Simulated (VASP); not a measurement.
# Sb (P2_1/m) in VASP: a series of runs

The runs below take Sb through single point, with PBEsol.

Everything below comes from runs of VASP 6.6.1. Logs are shortened: lines on timing, memory, paths and dates and some standing lists are left out, and cuts for length are marked.

### 1 The cell of the first run

The structure is monoclinic, space group P2_1/m (No. 11). Conventional cell: a = 4.617 Å, b = 4.508 Å, c = 6.627 Å, α = 90.00°, β = 101.72°, γ = 90.00°. Sb (site symmetry m) has 7 Sb at 2.97 to 3.83 Å within 3.9 Å. Within 3.9 Å of Sb (site symmetry m) lie 7 Sb at 2.97 to 3.82 Å.

### 2 Single point, PBEsol (volume scaled by 1.06)

INCAR reads:

```
SYSTEM = Sb
PREC = Accurate
ENCUT = 520
EDIFF = 1E-6
ISMEAR = -1
SIGMA = 0.05
LREAL = .False.
LASPH = .True.
NELM = 100
ALGO = Normal
ISIF = 2
LWAVE = .False.
LCHARG = .False.
GGA = PS
NBANDS = 18
```

KPOINTS reads:

```
regular mesh
0
Gamma
  6 6 4
  0 0 0
```

POSCAR reads:

```
Sb
1.0
    4.6165009761      0.0000000000      0.0000000000
    0.0000000000      4.5078102492      0.0000000000
   -1.3464181047      0.0000000000      6.4891708272
Sb
4
Direct
    0.3399300000      0.2500000000      0.6836700000
    0.9366380000      0.7500000000      0.7627580000
    0.0633620000      0.2500000000      0.2372420000
    0.6600700000      0.7500000000      0.3163300000
```

Potentials or basis: VASP PAW PBE potentials, release 64 (Sb).

Started as:

```
> cat potpaw_PBE.64/Sb/POTCAR > POTCAR
> mpirun -np 1 vasp_std > vasp.out
```

OUTCAR:

```text
SYSTEM = Sb
   PREC = Accurate
   ENCUT = 520
   EDIFF = 1E-6
   ISMEAR = -1
   LREAL = .False.
   LASPH = .True.
   NELM = 100
   ISIF = 2
   GGA = PS

 ion  position               nearest neighbor table
   1  0.340  0.250  0.684-   3 2.97   2 3.04   2 3.04   2 3.52   2 3.52
   2  0.937  0.750  0.763-   4 2.97   1 3.04   1 3.04   1 3.52   1 3.52
   3  0.063  0.250  0.237-   1 2.97   4 3.04   4 3.04   4 3.52   4 3.52
   4  0.660  0.750  0.316-   2 2.97   3 3.04   3 3.04   3 3.52   3 3.52

  LATTYP: Found a simple monoclinic cell.
 ALAT       =     4.6165009761
 B/A-ratio  =     0.9764560373
 C/A-ratio  =     1.4355853266
 COS(beta)  =    -0.2031599047

  Lattice vectors:

 A1 = (   4.6165009761,   0.0000000000,   0.0000000000)
 A2 = (   0.0000000000,   4.5078102492,   0.0000000000)
 A3 = (  -1.3464181047,   0.0000000000,   6.4891708272)

Analysis of symmetry for initial positions (statically):
=====================================================================
 Subroutine PRICEL returns:
 Original cell was already a primitive cell.

 Routine SETGRP: Setting up the symmetry group for a
 simple monoclinic supercell.

 Subroutine GETGRP returns: Found  4 space group operations
 (whereof  2 operations were pure point group operations)
 out of a pool of  4 trial point group operations.

The static configuration has the point symmetry S_2 .
 The point group associated with its full space group is C_2h.

Analysis of symmetry for dynamics (positions and initial velocities):
=====================================================================
 Subroutine PRICEL returns:
 Original cell was already a primitive cell.

 Routine SETGRP: Setting up the symmetry group for a
 simple monoclinic supercell.

 Subroutine GETGRP returns: Found  4 space group operations
 (whereof  2 operations were pure point group operations)
 out of a pool of  4 trial point group operations.

The dynamic configuration has the point symmetry S_2 .
 The point group associated with its full space group is C_2h.

 Subroutine INISYM returns: Found  4 space group operations
 (whereof  2 operations are pure point group operations),
 and found     1 'primitive' translations

----------------------------------------------------------------------------------------

                                     Primitive cell

  volume of cell :     135.0417

  direct lattice vectors                    reciprocal lattice vectors
     4.616500976  0.000000000  0.000000000     0.216614272  0.000000000  0.044944629
     0.000000000  4.507810249  0.000000000     0.000000000  0.221837199  0.000000000
    -1.346418105  0.000000000  6.489170827     0.000000000  0.000000000  0.154102893

  length of vectors
     4.616500976  4.507810249  6.627381062     0.221227853  0.221837199  0.154102893

  position of ions in fractional coordinates (direct lattice)
     0.339930000  0.250000000  0.683670000
     0.936638000  0.750000000  0.762758000
     0.063362000  0.250000000  0.237242000
     0.660070000  0.750000000  0.316330000

  ion indices of the primitive-cell ions
   primitive index   ion index
                 1           1
                 2           2
                 3           3
                 4           4

----------------------------------------------------------------------------------------

 KPOINTS: regular mesh

Automatic generation of k-mesh.
 Grid dimensions read from file:
 generate k-points for:    6    6    4

 Generating k-lattice:

  Cartesian coordinates                     Fractional coordinates (reciprocal lattice)
     0.036102379  0.000000000  0.007490772     0.166666667  0.000000000  0.000000000
     0.000000000  0.036972867  0.000000000     0.000000000  0.166666667  0.000000000
     0.000000000  0.000000000  0.038525723     0.000000000  0.000000000  0.250000000

  Length of vectors
     0.036871309  0.036972867  0.038525723

  Shift w.r.t. Gamma in fractional coordinates (k-lattice)
     0.000000000  0.000000000  0.000000000

 Subroutine IBZKPT returns following result:
 ===========================================

 Found     56 irreducible k-points:

 Following reciprocal coordinates:
            Coordinates               Weight
  0.000000  0.000000  0.000000      1.000000
  0.166667  0.000000  0.000000      2.000000
  0.333333  0.000000  0.000000      2.000000
  0.500000  0.000000  0.000000      1.000000
  0.000000  0.166667  0.000000      2.000000
  0.166667  0.166667  0.000000      4.000000
[... 16 lines left out ...]
  0.000000  0.166667  0.250000      4.000000
  0.166667  0.166667  0.250000      4.000000
 [... further k-points ...]
   k-points           NKPTS =     56   k-points in BZ     NKDIM =     56   number of bands    NBANDS=     18
   number of dos      NEDOS =    301   number of ions     NIONS =      4
   total plane-waves  NPLWV =  64800
   dimension x,y,z NGX =    36 NGY =   36 NGZ =   50
   dimension x,y,z NGXF=    72 NGYF=   72 NGZF=  100
   ions per type =               4
   NGX,Y,Z   is equivalent  to a cutoff of  12.96, 13.28, 12.54 a.u.
   NGXF,Y,Z  is equivalent  to a cutoff of  25.93, 26.55, 25.08 a.u.
 SYSTEM =  Sb
   PREC   = accura    normal or accurate (medium, high low for compatibility)
   ISTART =      0    job   : 0-new  1-cont  2-samecut
   ICHARG =      2    charge: 1-file 2-atom 10-const
   ISPIN  =      1    spin polarized calculation?
   LNONCOLLINEAR =      F non collinear calculations
   LSORBIT =      F    spin-orbit coupling
   LASPH  =      T    aspherical Exc in radial PAW
   ENCUT  =  520.0 eV  38.22 Ry    6.18 a.u.   8.58  8.38 12.32*2*pi/ulx,y,z
   NELM   =    100;   NELMIN=  2; NELMDL= -5     # of ELM steps
   EDIFF  = 0.1E-05   stopping-criterion for ELM
   LREAL  =      F    real-space projection
   EDIFFG = 0.1E-04   stopping-criterion for IOM
   NSW    =      0    number of steps for IOM
   IBRION =     -1    ionic relax: 0-MD 1-quasi-New 2-CG
   NFREE  =      0    steps in history (QN), initial steepest desc. (CG)
   ISIF   =      2    stress and relaxation
   ISYM   =      2    0-nonsym 1-usesym 2-fastsym
   POTIM  = 0.5000    time-step for ionic-motion
   TEBEG  =    0.0;   TEEND  =   0.0 temperature during run
   PSTRESS=    0.0 pullay stress
   NELECT =      20.0000    total number of electrons
   NUPDOWN=      -1.0000    fix difference up-down
   EMIN   =  10.00;   EMAX   =-10.00  energy-range for DOS
   EFERMI =   0.00;   METHOD = LEGACY
   ISMEAR =    -1;   SIGMA  =   0.05  broadening in eV -4-tet -1-fermi 0-gaus
   EFERMI_NEDOS =   21; number of points for ismear=-14 and -15
   IALGO  =     38    algorithm
   IMIX   =      4    mixing-type and parameters
     AMIX     =   0.40;   BMIX     =  1.00
     AMIX_MAG =   1.60;   BMIX_MAG =  1.00
  volume/ion in A,a.u.               =      33.76       227.83
  Fermi-wavevector in a.u.,A,eV,Ry     =   0.866155  1.636795 10.207422  0.750224
  Thomas-Fermi vector in A             =   1.984503
   LORBIT       =      0    0 simple, 1 ext, 2 COOP (PROOUT), +10 PAW based schemes
   GGA     = PS    functional components
   LHFCALC =     F    Hartree Fock is set to
   AEXX    =    0.0000 exact exchange contribution
   IVDW    =     0    specifies the selected vdW correction
   LEPSILON=     F    determine dielectric tensor
   LRPA    =     F    only Hartree local field effects (RPA)
 non-spin polarized calculation
  energy-cutoff  :      520.00
  volume of cell :      135.04
 maximum number of plane-waves:      3656
 NGX is ok and might be reduce to    36
   NGX = 17   NGY = 17   NGZ = 25

 number of electron      20.0000000 magnetization

 Free energy of the ion-electron system (eV)
  ---------------------------------------------------
  ext. energy  EPLUGINS =         0.00000000
  ---------------------------------------------------
  free energy    TOTEN  =       -17.55838204 eV

  energy without entropy =      -17.54782772  energy(sigma->0) =      -17.55310488

 E-fermi :   5.6157     XC(G=0):  -9.2027

 val. band max:        5.5850373303   @ k =   0.5000   0.0000   0.2500
 cond. band min:       5.6189859775   @ k =  -0.1667   0.0000   0.2500
 fundamental gap:      0.0339486472
 Fermi energy:         5.6157211746

 k-point     1 :       0.0000    0.0000    0.0000
  band No.  band energies     occupation
      1      -6.1869      2.00000
      2      -3.9663      2.00000
      3      -1.7153      2.00000
      4      -0.7334      2.00000
      5       1.5654      2.00000
      6       2.4400      2.00000
[... 10 lines left out ...]
     17       9.4916      0.00000
     18      11.0252      0.00000

 k-point     2 :       0.1667    0.0000    0.0000
  band No.  band energies     occupation
      1      -6.0223      2.00000
      2      -3.8467      2.00000
      3      -2.2185      2.00000
      4      -0.9053      2.00000
      5       1.4392      2.00000
      6       2.6372      2.00000
[... 10 lines left out ...]
     17       9.5935      0.00000
     18      11.1057      0.00000

 k-point     3 :       0.3333    0.0000    0.0000
  band No.  band energies     occupation
      1      -5.5668      2.00000
      2      -3.6104      2.00000
      3      -3.1096      2.00000
      4      -1.4886      2.00000
      5       1.7102      2.00000
      6       3.1855      2.00000
[... 10 lines left out ...]
     17      11.0058      0.00000
     18      11.5046      0.00000

 k-point     4 :       0.5000    0.0000    0.0000
  band No.  band energies     occupation
      1      -5.1581      2.00000
      2      -3.9567      2.00000
      3      -3.1222      2.00000
      4      -1.9084      2.00000
      5       2.1480      2.00000
      6       3.4774      2.00000
[... 375 lines left out ...]
      4      -0.7501      2.00000
      5       1.6552      2.00000
      6       2.7424      2.00000
[... 10 lines left out ...]
     17      10.0728      0.00000
     18      11.0924      0.00000

 k-point    23 :       0.0000    0.1667    0.2500
  band No.  band energies     occupation
      1      -5.8707      2.00000
      2      -4.1522      2.00000
      3      -2.2461      2.00000
      4      -0.7600      2.00000
      5       1.9773      2.00000
      6       2.8185      2.00000
[... 10 lines left out ...]
     17       9.6896      0.00000
     18      10.8284      0.00000

 k-point    24 :       0.1667    0.1667    0.2500
  band No.  band energies     occupation
      1      -5.6748      2.00000
      2      -4.1026      2.00000
      3      -2.5542      2.00000
      4      -0.9344      2.00000
      5       2.0789      2.00000
      6       2.4603      2.00000
[... 10 lines left out ...]
     17      10.0997      0.00000
     18      11.0569      0.00000

 [... further k-points ...]
[... 5 lines left out ...]
  --------------------------------------------------------------------------------------
  -------------------------------------------------------------------------------------
  Total       -3.7192331     -4.4274548     -3.2848524      0.0000000      0.0000000      0.2742905
  in kB      -44.1261685    -52.5287368    -38.9725366      0.0000000      0.0000000      3.2542699
  external PRESSURE =     -45.2091473 kB  Pullay stress =       0.0000000 kB

 VOLUME and BASIS-vectors are now :
 -----------------------------------------------------------------------------
  energy-cutoff  :      520.00
  volume of cell :      135.04
      direct lattice vectors                 reciprocal lattice vectors
     4.616500976  0.000000000  0.000000000     0.216614272  0.000000000  0.044944629
     0.000000000  4.507810249  0.000000000     0.000000000  0.221837199  0.000000000
    -1.346418105  0.000000000  6.489170827     0.000000000  0.000000000  0.154102893

 POSITION                                       TOTAL-FORCE (eV/Angst)
 -----------------------------------------------------------------------------------
      0.64878      1.12695      4.43645        -0.311907     -0.000000     -0.095546
      3.29700      3.38086      4.94967         0.256576      0.000000     -0.324999
     -0.02692      1.12695      1.53950        -0.256576     -0.000000      0.324999
      2.62130      3.38086      2.05272         0.311907      0.000000      0.095546
 -----------------------------------------------------------------------------------
    total drift:                               -0.000000      0.000000      0.000000

  FREE ENERGIE OF THE ION-ELECTRON SYSTEM (eV)
  ---------------------------------------------------
  free  energy   TOTEN  =       -17.5583820413 eV

  energy  without entropy=      -17.5478277180  energy(sigma->0) =      -17.55310488
```

Wall time 72 s (1 thread of Intel Xeon Platinum 8375C at 2.90GHz (Ice Lake), shared host); peak memory 0.29 GiB.

What came out:

| Property | Result |
| --- | --- |
| Free energy | -17.5584 eV |
| Pressure | -4.5 GPa |
| Largest force | 0.414 eV/Å |
| Band gap on the k mesh | zero (band 10 reaches 5.75 eV, above the bottom of band 11 at 5.39 eV) |

Forces on the atoms (eV/Å):
```
Sb  -0.312  0.000 -0.096
Sb   0.257  0.000 -0.325
Sb  -0.257  0.000  0.325
Sb   0.312  0.000  0.096
```

Stress tensor (GPa, compression positive):
```
-4.41  0.00  0.33
 0.00 -5.25  0.00
 0.33  0.00 -3.90
```

Caveat: the PAW data sets were made with another functional, which shifts forces and pressure a little; spin-orbit coupling is left out, which moves the levels of the heavy elements.

### 3 Single point, PBEsol (volume scaled by 0.94)

INCAR reads:

```
SYSTEM = Sb
PREC = Accurate ; ENCUT = 520
EDIFF = 1E-7 ; ISMEAR = -1
SIGMA = 0.05 ; LREAL = .FALSE.
LASPH = .TRUE. ; NELM = 100
ALGO = Normal ; ISIF = 2
LWAVE = .FALSE. ; LCHARG = .TRUE.
GGA = PS ; LELF = .TRUE.
LVHAR = .TRUE. ; NBANDS = 18
```

KPOINTS reads:

```
Automatic mesh
0
G
  6 6 4
  0 0 0
```

POSCAR reads:

```
Sb
1.0
    4.4352720244      0.0000000000      0.0000000000
    0.0000000000      4.3308481452      0.0000000000
   -1.2935620687      0.0000000000      6.2344268918
Sb
4
Direct
    0.3399300000      0.2500000000      0.6836700000
    0.9366380000      0.7500000000      0.7627580000
    0.0633620000      0.2500000000      0.2372420000
    0.6600700000      0.7500000000      0.3163300000
```

Potentials or basis: VASP PAW PBE potentials, release 64 (Sb).

Started as:

```
> cat potpaw_PBE.64/Sb/POTCAR > POTCAR
> mpirun -np 1 vasp_std > vasp.out
```

OUTCAR:

```text
SYSTEM = Sb
   PREC = Accurate
   ENCUT = 520
   EDIFF = 1E-7
   ISMEAR = -1
   LREAL = .FALSE.
   LASPH = .TRUE.
   NELM = 100
   ISIF = 2
   GGA = PS

 ion  position               nearest neighbor table
   1  0.340  0.250  0.684-   3 2.86   2 2.92   2 2.92   2 3.38   2 3.38   4 3.68   4 3.68
   2  0.937  0.750  0.763-   4 2.86   1 2.92   1 2.92   1 3.38   1 3.38   3 3.67   3 3.67
   3  0.063  0.250  0.237-   1 2.86   4 2.92   4 2.92   4 3.38   4 3.38   2 3.67   2 3.67
   4  0.660  0.750  0.316-   2 2.86   3 2.92   3 2.92   3 3.38   3 3.38   1 3.68   1 3.68

  LATTYP: Found a simple monoclinic cell.
 ALAT       =     4.4352720244
 B/A-ratio  =     0.9764560373
 C/A-ratio  =     1.4355853266
 COS(beta)  =    -0.2031599047

  Lattice vectors:

 A1 = (   4.4352720244,   0.0000000000,   0.0000000000)
 A2 = (   0.0000000000,   4.3308481452,   0.0000000000)
 A3 = (  -1.2935620687,   0.0000000000,   6.2344268918)

Analysis of symmetry for initial positions (statically):
=====================================================================
 Subroutine PRICEL returns:
 Original cell was already a primitive cell.

[... 170 lines left out ...]
  ---------------------------------------------------
  free energy    TOTEN  =       -17.75609637 eV

  energy without entropy =      -17.74816438  energy(sigma->0) =      -17.75213037

 E-fermi :   7.0642     XC(G=0):  -9.7062

 val. band max:        7.0512919320   @ k =   0.0000   0.3333   0.5000
 cond. band min:       7.0876122261   @ k =  -0.1667   0.0000   0.2500
 fundamental gap:      0.0363202941
 Fermi energy:         7.0641937466

 k-point     1 :       0.0000    0.0000    0.0000
  band No.  band energies     occupation
      1      -5.6808      2.00000
      2      -3.0199      2.00000
      3      -0.2778      2.00000
      4       0.5508      2.00000
      5       2.6793      2.00000
      6       3.3343      2.00000
[... 481 lines left out ...]
      5       2.9656      2.00000
      6       3.3678      2.00000
[... 10 lines left out ...]
     17      11.8396      0.00000
     18      12.5107      0.00000

 [... further k-points ...]
[... 5 lines left out ...]
  --------------------------------------------------------------------------------------
  -------------------------------------------------------------------------------------
  Total        0.6087247      0.6416450      1.0335690      0.0000000      0.0000000      0.3907540
  in kB        8.1440746      8.5845124     13.8280301      0.0000000      0.0000000      5.2278644
  external PRESSURE =      10.1855390 kB  Pullay stress =       0.0000000 kB

 VOLUME and BASIS-vectors are now :
 -----------------------------------------------------------------------------
  energy-cutoff  :      520.00
  volume of cell :      119.75
      direct lattice vectors                 reciprocal lattice vectors
     4.435272024  0.000000000  0.000000000     0.225465314  0.000000000  0.046781105
     0.000000000  4.330848145  0.000000000     0.000000000  0.230901654  0.000000000
    -1.293562069  0.000000000  6.234426892     0.000000000  0.000000000  0.160399667

 POSITION                                       TOTAL-FORCE (eV/Angst)
 -----------------------------------------------------------------------------------
      0.62331      1.08271      4.26229         0.277714     -0.000000      0.318292
      3.16757      3.24814      4.75536        -0.082460      0.000000      0.344669
     -0.02586      1.08271      1.47907         0.082460     -0.000000     -0.344669
      2.51840      3.24814      1.97214        -0.277714      0.000000     -0.318292
 -----------------------------------------------------------------------------------
    total drift:                                0.000000      0.000000     -0.000000

  FREE ENERGIE OF THE ION-ELECTRON SYSTEM (eV)
  ---------------------------------------------------
  free  energy   TOTEN  =       -17.7560963705 eV

  energy  without entropy=      -17.7481643791  energy(sigma->0) =      -17.75213037
```

stdout:

```text
POSCAR found type information on POSCAR Sb
 POSCAR found :  1 types and       4 ions
 scaLAPACK will be used
 -----------------------------------------------------------------------------
|                                                                             |
|                                                                             |
|     You enforced a specific xc type in the INCAR file but a different       |
|     I HOPE YOU KNOW WHAT YOU ARE DOING!                                     |
|                                                                             |
 -----------------------------------------------------------------------------

 LDA part: xc-table for (Slater+PW92), standard interpolation
 POSCAR, INCAR and KPOINTS ok, starting setup
 FFT: planning ... GRIDC
 FFT: planning ... GRID_SOFT
 FFT: planning ... GRID
 WAVECAR not read
 entering main loop
```

It took 66 s on 1 thread of Intel Xeon Platinum 8375C at 2.90GHz (Ice Lake), shared host; peak memory 0.27 GiB.

What came out:

| Item | Value |
| --- | --- |
| Free energy | -17.7561 eV |
| Pressure | 1.0 GPa |
| Largest force | 0.422 eV/Å |
| Band gap on the k mesh | zero (band 10 reaches 7.33 eV, above the bottom of band 11 at 6.60 eV) |

Forces in eV/Å, atoms in the order of the input:
```
Sb   0.278  0.000  0.318
Sb  -0.082  0.000  0.345
Sb   0.082  0.000 -0.345
Sb  -0.278  0.000 -0.318
```

Caveat: the PAW data sets were made with another functional, which shifts forces and pressure a little; spin-orbit coupling is left out, which moves the levels of the heavy elements.
